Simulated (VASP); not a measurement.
# Pt (P6_3/mmc) in VASP: further runs, part 2 of 2

VASP 6.6.1.

## Step 3: Single point, LDA, collinear spin (17.53 Å³/atom)

INCAR reads:

```
  PREC = Accurate
  ENCUT = 520
  EDIFF = 1E-6
  ISMEAR = 0
  SIGMA = 0.15
  LREAL = False
  LASPH = True
  NELM = 150
  ALGO = Normal
  ISIF = 2
  LWAVE = False
  LCHARG = False
  ISPIN = 2
  MAGMOM = 0.25 0.25
  LORBIT = 11
  NUPDOWN = 0.5
  LMAXMIX = 4
  GGA = CA
  NBANDS = 21
```

KPOINTS reads:

```
Automatic mesh
0
Gamma
  21 21 10
```

POSCAR reads:

```
Pt
1.0
    2.8619386323      0.0000000000      0.0000000000
   -1.4309693161      2.4785115596      0.0000000000
    0.0000000000      0.0000000000      4.9418131020
Pt
2
Direct
    0.6666666667      0.3333333333      0.7500000000
    0.3333333333      0.6666666667      0.2500000000
```

Potentials or basis: VASP PAW LDA potentials, release 64 (Pt).

On the command line:

```
cat potpaw_LDA.64/Pt/POTCAR > POTCAR
mpirun -np 1 vasp_std > vasp.out
```

OUTCAR:

```text
PREC = Accurate
   ENCUT = 520
   EDIFF = 1E-6
   ISMEAR = 0
   LREAL = False
   LASPH = True
   NELM = 150
   ISIF = 2
   ISPIN = 2
   LORBIT = 11
   NUPDOWN = 0.5
   GGA = CA

 ion  position               nearest neighbor table
   1  0.667  0.333  0.750-   2 2.97   2 2.97   2 2.97   2 2.97   2 2.97   2 2.97
   2  0.333  0.667  0.250-   1 2.97   1 2.97   1 2.97   1 2.97   1 2.97   1 2.97

  LATTYP: Found a hexagonal cell.
 ALAT       =     2.8619386323
 C/A-ratio  =     1.7267362222

  Lattice vectors:

 A1 = (   2.8619386323,   0.0000000000,   0.0000000000)
 A2 = (  -1.4309693161,   2.4785115596,   0.0000000000)
 A3 = (   0.0000000000,   0.0000000000,   4.9418131020)

Analysis of symmetry for initial positions (statically):
=====================================================================
 Subroutine PRICEL returns:
 Original cell was already a primitive cell.

 Routine SETGRP: Setting up the symmetry group for a
 hexagonal supercell.

 Subroutine GETGRP returns: Found 24 space group operations
 (whereof 12 operations were pure point group operations)
 out of a pool of 24 trial point group operations.

The static configuration has the point symmetry D_3d.
 The point group associated with its full space group is D_6h.

Analysis of symmetry for dynamics (positions and initial velocities):
=====================================================================
 Subroutine PRICEL returns:
 Original cell was already a primitive cell.

 Routine SETGRP: Setting up the symmetry group for a
 hexagonal supercell.

 Subroutine GETGRP returns: Found 24 space group operations
 (whereof 12 operations were pure point group operations)
 out of a pool of 24 trial point group operations.

The dynamic configuration has the point symmetry D_3d.
 The point group associated with its full space group is D_6h.

Analysis of structural, dynamic, and magnetic symmetry:
=====================================================================
[... 146 lines left out ...]
 maximum number of plane-waves:       978
 NGX is ok and might be reduce to    24
   NGX = 11   NGY = 11   NGZ = 19

 number of electron      20.0000002 magnetization       0.5000000

 Free energy of the ion-electron system (eV)
  ---------------------------------------------------
  ext. energy  EPLUGINS =         0.00000000
  ---------------------------------------------------
  free energy    TOTEN  =       -14.28060083 eV

  energy without entropy =      -14.23082013  energy(sigma->0) =      -14.25571048

 E-fermi :   8.3889     XC(G=0): -12.8253

 val. band max:        8.4554200167   @ k =   0.2857   0.1429   0.3000
 cond. band min:       8.3893653755   @ k =   0.1429   0.0000   0.4000
 fundamental gap:     -0.0660546413
 Fermi energy:         8.4560646991

 spin component 1

 k-point     1 :       0.0000    0.0000    0.0000
  band No.  band energies     occupation
      1      -0.2593      1.00000
      2       2.2685      1.00000
      3       5.0342      1.00000
      4       5.4617      1.00000
      5       5.4617      1.00000
      6       5.7701      1.00000
[... 565 lines left out ...]
     20      28.2096      0.00000
     21      28.7873      0.00000

 [... further k-points ...]

 spin component 2

 k-point     1 :       0.0000    0.0000    0.0000
  band No.  band energies     occupation
      1      -0.2095      1.00000
      2       2.3644      1.00000
      3       5.1777      1.00000
      4       5.5962      1.00000
      5       5.5962      1.00000
      6       5.9075      1.00000
[... 565 lines left out ...]
     20      28.2651      0.00000
     21      28.8518      0.00000

 [... further k-points ...]
[... 5 lines left out ...]
  --------------------------------------------------------------------------------------
  -------------------------------------------------------------------------------------
  Total       -7.0048981     -7.0048981     -6.4813124     -0.0000000      0.0000000      0.0000000
  in kB     -320.1657131   -320.1657131   -296.2347186     -0.0000000      0.0000000      0.0000000
  external PRESSURE =    -312.1887149 kB  Pullay stress =       0.0000000 kB

 VOLUME and BASIS-vectors are now :
 -----------------------------------------------------------------------------
  energy-cutoff  :      520.00
  volume of cell :       35.05
      direct lattice vectors                 reciprocal lattice vectors
     2.861938632  0.000000000  0.000000000     0.349413502  0.201733979  0.000000000
    -1.430969316  2.478511560  0.000000000     0.000000000  0.403467959  0.000000000
     0.000000000  0.000000000  4.941813102     0.000000000  0.000000000  0.202354881

 POSITION                                       TOTAL-FORCE (eV/Angst)
 -----------------------------------------------------------------------------------
      1.43097      0.82617      3.70636         0.000000     -0.000000      0.000000
     -0.00000      1.65234      1.23545        -0.000000      0.000000      0.000000
 -----------------------------------------------------------------------------------
    total drift:                               -0.000000      0.000000     -0.000000

  FREE ENERGIE OF THE ION-ELECTRON SYSTEM (eV)
  ---------------------------------------------------
  free  energy   TOTEN  =       -14.2806008320 eV

  energy  without entropy=      -14.2308201283  energy(sigma->0) =      -14.25571048

 total charge

# of ion       s       p       d       tot
------------------------------------------
    1        0.571   0.444   7.960   8.975
    2        0.571   0.444   7.960   8.975
--------------------------------------------------
tot          1.141   0.888  15.921  17.950

 magnetization (x)

# of ion       s       p       d       tot
------------------------------------------
    1        0.001  -0.001   0.247   0.247
    2        0.001  -0.001   0.247   0.247
--------------------------------------------------
tot          0.002  -0.002   0.494   0.495
```

OSZICAR:

```text
N       E                     dE             d eps       ncg     rms          rms(c)
DAV:   1     0.100704671427E+03    0.10070E+03   -0.96030E+03 24200   0.878E+02
DAV:   2    -0.127827049229E+02   -0.11349E+03   -0.10625E+03 27547   0.212E+02
DAV:   3    -0.151615323364E+02   -0.23788E+01   -0.23470E+01 28401   0.296E+01
DAV:   4    -0.151745370191E+02   -0.13005E-01   -0.13003E-01 27637   0.239E+00
DAV:   5    -0.151746894982E+02   -0.15248E-03   -0.15248E-03 28729   0.275E-01    0.123E+01
DAV:   6    -0.143340828202E+02    0.84061E+00   -0.12406E+00 25867   0.876E+00    0.637E+00
DAV:   7    -0.142869926537E+02    0.47090E-01   -0.80742E-02 28141   0.219E+00    0.304E+00
DAV:   8    -0.142807532274E+02    0.62394E-02   -0.61234E-03 27030   0.538E-01    0.875E-01
DAV:   9    -0.142806184162E+02    0.13481E-03   -0.10148E-04 28799   0.661E-02    0.181E-01
DAV:  10    -0.142806001537E+02    0.18262E-04   -0.28483E-05 27272   0.374E-02    0.369E-02
DAV:  11    -0.142806008320E+02   -0.67836E-06   -0.16571E-06 23607   0.825E-03
   1 F= -.14280601E+02 E0= -.14255710E+02  d E =-.497807E-01  mag=     0.5000
```

Run time: 5.3 min. Hardware: 1 thread of Intel Xeon 8259CL, shared host; peak memory 0.38 GiB.

Results:

| Property | Result |
| --- | --- |
| Free energy | -14.2806 eV |
| Pressure | -31.2 GPa |
| Net moment | 0.50 μB per cell |
| Site moments | Pt +0.25 μB |
| Valence electrons inside the program's atomic spheres | Pt 8.97 |

Caveat: the cell stands under tension; spin-orbit coupling is left out, which moves the levels of the heavy elements; the total moment is fixed, so each spin has its own Fermi level.

## Step 4: Single point, LDA, collinear spin (15.52 Å³/atom)

This run uses another cell than the first one, of 15.52 Å³/atom.

INCAR reads:

```
SYSTEM = Pt
ALGO = Normal
EDIFF = 1E-6
ENCUT = 520
ISIF = 2
ISMEAR = 0
ISPIN = 2
LASPH = .True.
LCHARG = .True.
LELF = .True.
LMAXMIX = 4
LORBIT = 11
LREAL = .False.
LVHAR = .True.
LWAVE = .False.
MAGMOM = 0.4 0.4
NBANDS = 21
NELM = 150
NUPDOWN = 0.8
PREC = Accurate
SIGMA = 0.15
```

KPOINTS reads:

```
k-points
0
Gamma
  21 21 10
  0 0 0
```

POSCAR reads:

```
Pt
1.0
    2.7483013709      0.0000000000      0.0000000000
   -1.3741506854      2.3800988044      0.0000000000
    0.0000000000      0.0000000000      4.7455915265
Pt
2
Direct
    0.6666666667      0.3333333333      0.7500000000
    0.3333333333      0.6666666667      0.2500000000
```

On the command line:

```
cat potpaw_LDA.64/Pt/POTCAR > POTCAR
mpirun -np 1 vasp_std > vasp.out
```

Run time: 2.1 min. Hardware: 1 thread of AMD EPYC 9R45 (Zen 5), shared host; peak memory 0.3 GiB.

The run converged. Its results:

```
Free energy                                           : -14.8190 eV
Pressure                                              : -10.3 GPa
Net moment                                            : 0.80 μB per cell
Site moments                                          : Pt +0.39 μB
Valence electrons inside the program's atomic spheres : Pt 9.24
```

Stress tensor (GPa, compression positive):
```
 -9.64   0.00   0.00
  0.00  -9.64   0.00
  0.00   0.00 -11.73
```

Caveat: the cell stands under tension; spin-orbit coupling is left out, which moves the levels of the heavy elements; the total moment is fixed, so each spin has its own Fermi level.

## Step 5: Single point, LDA, collinear spin (15.52 Å³/atom)

This run uses another cell than the first one, of 15.52 Å³/atom.

INCAR reads:

```
SYSTEM = Pt
PREC = Accurate ; ENCUT = 520
EDIFF = 1E-7 ; ISMEAR = 0
SIGMA = 0.15 ; LREAL = .FALSE.
LASPH = .TRUE. ; NELM = 150
ALGO = Normal ; ISIF = 2
LWAVE = .FALSE. ; LCHARG = .TRUE.
ISPIN = 2 ; MAGMOM = 0.3 0.3
LORBIT = 11 ; NUPDOWN = 0.6
LMAXMIX = 4 ; LELF = .TRUE.
LVHAR = .TRUE. ; NBANDS = 21
```

KPOINTS reads:

```
regular mesh
0
G
  21 21 10
  0 0 0
```

POSCAR is that of step 4.

On the command line:

```
cat potpaw_LDA.64/Pt/POTCAR > POTCAR
mpirun -np 1 vasp_std > vasp.out
```

Wall time 2.2 min (1 thread of AMD EPYC 9R45 (Zen 5), shared host); peak memory 0.3 GiB.

It converged, with:

```
Free energy                                           : -14.8361 eV
Pressure                                              : -10.7 GPa
Net moment                                            : 0.60 μB per cell
Site moments                                          : Pt +0.29 μB
Valence electrons inside the program's atomic spheres : Pt 9.24
```

Stress tensor (GPa, compression positive):
```
-10.30   0.00   0.00
  0.00 -10.30   0.00
  0.00   0.00 -11.36
```

Caveat: the cell stands under tension; spin-orbit coupling is left out, which moves the levels of the heavy elements; the total moment is fixed, so each spin has its own Fermi level.

## Step 6: Single point, LDA, collinear spin (16.86 Å³/atom)

This run uses another cell than the first one, of 16.86 Å³/atom.

INCAR reads:

```
  PREC = Accurate
  ENCUT = 520
  EDIFF = 1E-7
  ISMEAR = 0
  SIGMA = 0.15
  LREAL = F
  LASPH = T
  NELM = 150
  ALGO = Normal
  ISIF = 2
  LWAVE = F
  LCHARG = F
  ISPIN = 2
  MAGMOM = 0.5 0.5
  LORBIT = 11
  NUPDOWN = 1.0
  LMAXMIX = 4
  GGA = CA
  NBANDS = 21
```

KPOINTS reads:

```
regular mesh
0
Gamma
  21 21 10
```

POSCAR reads:

```
Pt
1.0
    2.8250521638      0.0000000000      0.0000000000
   -1.4125260819      2.4465669409      0.0000000000
    0.0000000000      0.0000000000      4.8781199007
Pt
2
Direct
    0.6666666667      0.3333333333      0.7500000000
    0.3333333333      0.6666666667      0.2500000000
```

Potentials or basis: VASP PAW LDA potentials, release 64 (Pt).

On the command line:

```
cat potpaw_LDA.64/Pt/POTCAR > POTCAR
mpirun -np 1 vasp_std > vasp.out
```

Run time: 2 min. Hardware: 1 thread of Intel Xeon 6975P-C (Granite Rapids), shared host; peak memory 0.37 GiB.

Results (log left out):

| Quantity | Value |
| --- | --- |
| Free energy | -14.4860 eV |
| Pressure | -25.7 GPa |
| Net moment | 1.00 μB per cell |
| Site moments | Pt +0.49 μB |
| Valence electrons inside the program's atomic spheres | Pt 9.05 |

Stress tensor (GPa, compression positive):
```
-25.59   0.00   0.00
  0.00 -25.59   0.00
  0.00   0.00 -26.05
```

Caveat: the cell stands under tension; spin-orbit coupling is left out, which moves the levels of the heavy elements; the total moment is fixed, so each spin has its own Fermi level.

## Step 7: The runs side by side

```csv
fixed moment (μB),cell,pressure (GPa),moment (μB)
0.9,"a = 2.862, b = 2.862, c = 4.942 Å, angles 90.0, 90.0, 120.0°, 2 atoms",-30.8,0.90
0.5,"a = 2.862, b = 2.862, c = 4.942 Å, angles 90.0, 90.0, 120.0°, 2 atoms",-31.2,0.50
0.8,"a = 2.748, b = 2.748, c = 4.746 Å, angles 90.0, 90.0, 120.0°, 2 atoms",-10.3,0.80
0.6,"a = 2.748, b = 2.748, c = 4.746 Å, angles 90.0, 90.0, 120.0°, 2 atoms",-10.7,0.60
1.0,"a = 2.825, b = 2.825, c = 4.878 Å, angles 90.0, 90.0, 120.0°, 2 atoms",-25.7,1.00
```

Alike in all rows: task single point; level LDA; potentials or basis VASP PAW LDA potentials, release 64 (Pt); spin collinear; k mesh 21 × 21 × 10; cutoff (eV) 520; smearing gaussian 0.15 eV.

Caveats: the cell stands under tension; spin-orbit coupling is left out, which moves the levels of the heavy elements; the total moment is fixed, so each spin has its own Fermi level.

Total energies depend on the potentials used, so only differences within one code and one set of settings carry meaning.
